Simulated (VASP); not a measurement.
# Sb (I4_1/amd) in VASP: a series of runs, part 2 of 2

VASP 6.6.1. The steps go on from the part before.

## (3) Single point, PBEsol

This run uses another cell than the first one, of 30.70 Å³/atom.

Contents of INCAR:

```
PREC     = Accurate       # precision mode
ENCUT    = 520            # plane-wave cutoff, eV
EDIFF    = 1E-6           # SCF threshold, eV
ISMEAR   = 0              # smearing method
SIGMA    = 0.1            # smearing width, eV
LREAL    = F              # projectors in reciprocal space
LASPH    = T              # aspherical terms in the spheres
NELM     = 80             # most SCF steps
ALGO     = Normal         # electronic algorithm
ISIF     = 2              # what is computed and relaxed
LWAVE    = F              # write WAVECAR
LCHARG   = T              # write CHGCAR
GGA      = PS             # functional
LELF     = T              # ELF
LVHAR    = T            
NBANDS   = 12             # bands
```

Contents of KPOINTS:

```
Automatic mesh
0
Gamma
  6 6 6
```

Contents of POSCAR:

```
Sb
1.0
   -3.0414989757      3.0414989757      1.6591938356
    3.0414989757     -3.0414989757      1.6591938356
    3.0414989757      3.0414989757     -1.6591938356
Sb
2
Direct
    0.0000000000      0.0000000000      0.0000000000
    0.7500000000      0.2500000000      0.5000000000
```

Potentials or basis: VASP PAW PBE potentials, release 64 (Sb).

Started as:

```bash
$ cat potpaw_PBE.64/Sb/POTCAR > POTCAR
$ mpirun -np 1 vasp_std > vasp.out
```

OUTCAR:

```text
PREC = Accurate
   ENCUT = 520
   EDIFF = 1E-6
   ISMEAR = 0
   LREAL = F
   LASPH = T
   NELM = 80
   ISIF = 2
   GGA = PS

 ion  position               nearest neighbor table
   1  0.000  0.000  0.000-   2 3.15   2 3.15   2 3.15   2 3.15
   2  0.750  0.250  0.500-   1 3.15   1 3.15   1 3.15   1 3.15

  LATTYP: Found a body centered tetragonal cell.
 ALAT       =     6.0829979514
 C/A-ratio  =     0.5455184594

  Lattice vectors:

 A1 = (  -3.0414989757,   3.0414989757,   1.6591938356)
 A2 = (   3.0414989757,  -3.0414989757,   1.6591938356)
 A3 = (   3.0414989757,   3.0414989757,  -1.6591938356)

Analysis of symmetry for initial positions (statically):
=====================================================================
 Subroutine PRICEL returns:
 Original cell was already a primitive cell.

 Routine SETGRP: Setting up the symmetry group for a
 body centered tetragonal supercell.

 Subroutine GETGRP returns: Found 16 space group operations
 (whereof  8 operations were pure point group operations)
 out of a pool of 16 trial point group operations.

[... 177 lines left out ...]
      4       3.5790      2.00000
      5       9.1057      0.00000
      6      10.2591      0.00000
      7      10.2591      0.00000
      8      10.4607      0.00000
      9      10.5612      0.00000
     10      14.4477      0.00000
     11      15.1225      0.00000
     12      15.2686      0.00000
[... 331 lines left out ...]
 k-point    24 :      -0.1667   -0.3333    0.1667
  band No.  band energies     occupation
      1      -2.6569      2.00000
      2      -0.0664      2.00000
      3       2.5831      2.00000
      4       4.1393      2.00000
      5       4.5556      2.00000
      6       4.9937      2.00000
      7       8.4436      0.00000
      8       9.0521      0.00000
      9      12.6588      0.00000
     10      13.4005      0.00000
     11      14.6683      0.00000
     12      17.0877      0.00000

 [... further k-points ...]

------------------------ aborting loop because EDIFF is reached ----------------------------------------

  FORCE on cell =-STRESS in cart. coord.  units (eV):
  Direction    XX          YY          ZZ          XY          YZ          ZX
  --------------------------------------------------------------------------------------
  -------------------------------------------------------------------------------------
  Total       -1.5999157     -1.5999157     -1.5602388      0.0000000      0.0000000      0.0000000
  in kB      -41.7518012    -41.7518012    -40.7163816      0.0000000      0.0000000      0.0000000
  external PRESSURE =     -41.4066613 kB  Pullay stress =       0.0000000 kB

 VOLUME and BASIS-vectors are now :
 -----------------------------------------------------------------------------
  energy-cutoff  :      520.00
  volume of cell :       61.39
      direct lattice vectors                 reciprocal lattice vectors
    -3.041498976  3.041498976  1.659193836     0.000000000  0.164392625  0.301351168
     3.041498976 -3.041498976  1.659193836     0.164392625  0.000000000  0.301351168
     3.041498976  3.041498976 -1.659193836     0.164392625  0.164392625  0.000000000

 POSITION                                       TOTAL-FORCE (eV/Angst)
 -----------------------------------------------------------------------------------
      0.00000      0.00000      0.00000        -0.000000      0.000000      0.000000
     -0.00000      3.04150      0.82960         0.000000     -0.000000     -0.000000
 -----------------------------------------------------------------------------------
    total drift:                               -0.000000      0.000000      0.000000

  FREE ENERGIE OF THE ION-ELECTRON SYSTEM (eV)
  ---------------------------------------------------
  free  energy   TOTEN  =        -8.8162993334 eV

  energy  without entropy=       -8.8098688253  energy(sigma->0) =       -8.81308408
```

It took 17 s on 1 thread of Intel Xeon 8259CL, shared host; peak memory 0.2 GiB.

Results:

| Item | Value |
| --- | --- |
| Free energy | -8.8163 eV |
| Pressure | -4.1 GPa |
| Band gap on the k mesh | zero (bands 5 and 6 overlap by 4.61 eV) |

Caveat: the cell stands under tension; the PAW data sets were made with another functional, which shifts forces and pressure a little; spin-orbit coupling is left out, which moves the levels of the heavy elements.

## (4) Relaxation of cell and atoms, PBEsol

This run uses another cell than the first one, of 30.70 Å³/atom.

Contents of INCAR:

```
ALGO     = Normal         # electronic algorithm
EDIFF    = 1E-6           # SCF threshold, eV
EDIFFG   = -0.04          # ionic threshold
ENCUT    = 600            # plane-wave cutoff, eV
GGA      = PS             # functional
IBRION   = 2              # ionic algorithm
ISIF     = 3              # what is computed and relaxed
ISMEAR   = 0              # smearing method
LASPH    = T              # aspherical terms in the spheres
LCHARG   = F              # write CHGCAR
LREAL    = F              # projectors in reciprocal space
LWAVE    = F              # write WAVECAR
NELM     = 80             # most SCF steps
NSW      = 90             # ionic steps
PREC     = Accurate       # precision mode
SIGMA    = 0.1            # smearing width, eV
```

Contents of KPOINTS:

```
k-points
0
Gamma
  6 6 6
```

POSCAR is that of step 3.

Started as:

```bash
$ cat potpaw_PBE.64/Sb/POTCAR > POTCAR
$ mpirun -np 1 vasp_std > vasp.out
```

Wall time 78 s (1 thread of Intel Xeon 8259CL, shared host); peak memory 0.24 GiB.

The run converged. Its results:

| Property | Result |
| --- | --- |
| Free energy | -8.8807 eV |
| Relaxed volume | 28.37 Å³/atom |
| Relaxed cell | a = 4.502 Å, b = 4.502 Å, c = 4.502 Å, α = 97.28°, β = 97.28°, γ = 138.28° |
| Space group after relaxing (to 0.1 Å) | I4_1/amd (No. 141) |
| Energy gained by relaxing | 32.2 meV/atom |
| Ionic steps | 5 |
| Pressure after relaxing | 0.0 GPa |
| Band gap on the k mesh | zero (bands 5 and 6 overlap by 5.09 eV) |

The path:
```csv
step,energy change (eV),largest force (eV/Å),pressure (GPa),volume (Å³)
1,0.0000,0.0000,-4.14,61.39
2,-0.0454,0.0000,2.67,54.61
3,-0.0632,0.0000,0.00,56.82
4,-0.0638,0.0000,0.00,56.79
5,-0.0644,0.0000,-0.01,56.74
```

Final structure:
```yaml
crystal:
  lattice:
    - [-2.97467, 2.97467, 1.60305]
    - [2.97467, -2.97467, 1.60305]
    - [2.97467, 2.97467, -1.60305]
  atoms:
    - { symbol: Sb, position: [0.00000, 0.00000, 0.00000] }
    - { symbol: Sb, position: [0.75000, 0.25000, 0.50000] }
```

Levels at points of the mesh, in eV from the Fermi level:
| k point | band 2 | band 3 | band 4 | band 5 | band 6 | band 7 | band 8 | band 9 |
| --- | --- | --- | --- | --- | --- | --- | --- | --- |
| (0.00, 0.00, 0.00) | -6.85 | -3.48 | -3.48 | 2.10 | 3.76 | 3.76 | 4.29 | 4.40 |
| (0.50, 0.00, 0.00) | -7.46 | -4.35 | -3.22 | -2.67 | 0.73 | 1.05 | 2.21 | 5.65 |
| (0.50, 0.50, 0.00) | -10.74 | -1.20 | -1.20 | -0.55 | -0.55 | 3.94 | 3.94 | 7.75 |
| (0.50, 0.50, 0.50) | -9.90 | -5.83 | -5.83 | 3.15 | 3.15 | 6.13 | 6.13 | 10.20 |

Caveat: the PAW data sets were made with another functional, which shifts forces and pressure a little; spin-orbit coupling is left out, which moves the levels of the heavy elements.

## (5) Overview

```tsv
task	cell	cutoff (eV)	gap on the mesh (eV)	pressure (GPa)
single point	a = 4.495 Å, angles 97.4, 97.4, 138.0°, 2 atoms	520	none	0.0
single point	a = 4.610 Å, angles 97.4, 97.4, 137.8°, 2 atoms	520	none	-4.1
relaxation of cell and atoms	relaxed from a = 4.610 Å, angles 97.4, 97.4, 137.8°, 2 atoms	600	none	0.0
```

Alike in all rows: level PBEsol; potentials or basis VASP PAW PBE potentials, release 64 (Sb); no spin polarisation; k mesh 6 × 6 × 6; smearing gaussian 0.1 eV.

Caveats: some runs use coarse meshes; the PAW data sets were made with another functional, which shifts forces and pressure a little; spin-orbit coupling is left out, which moves the levels of the heavy elements; the cell stands under tension (at least some runs).

Absolute energies hang on the potentials; compare differences alone.
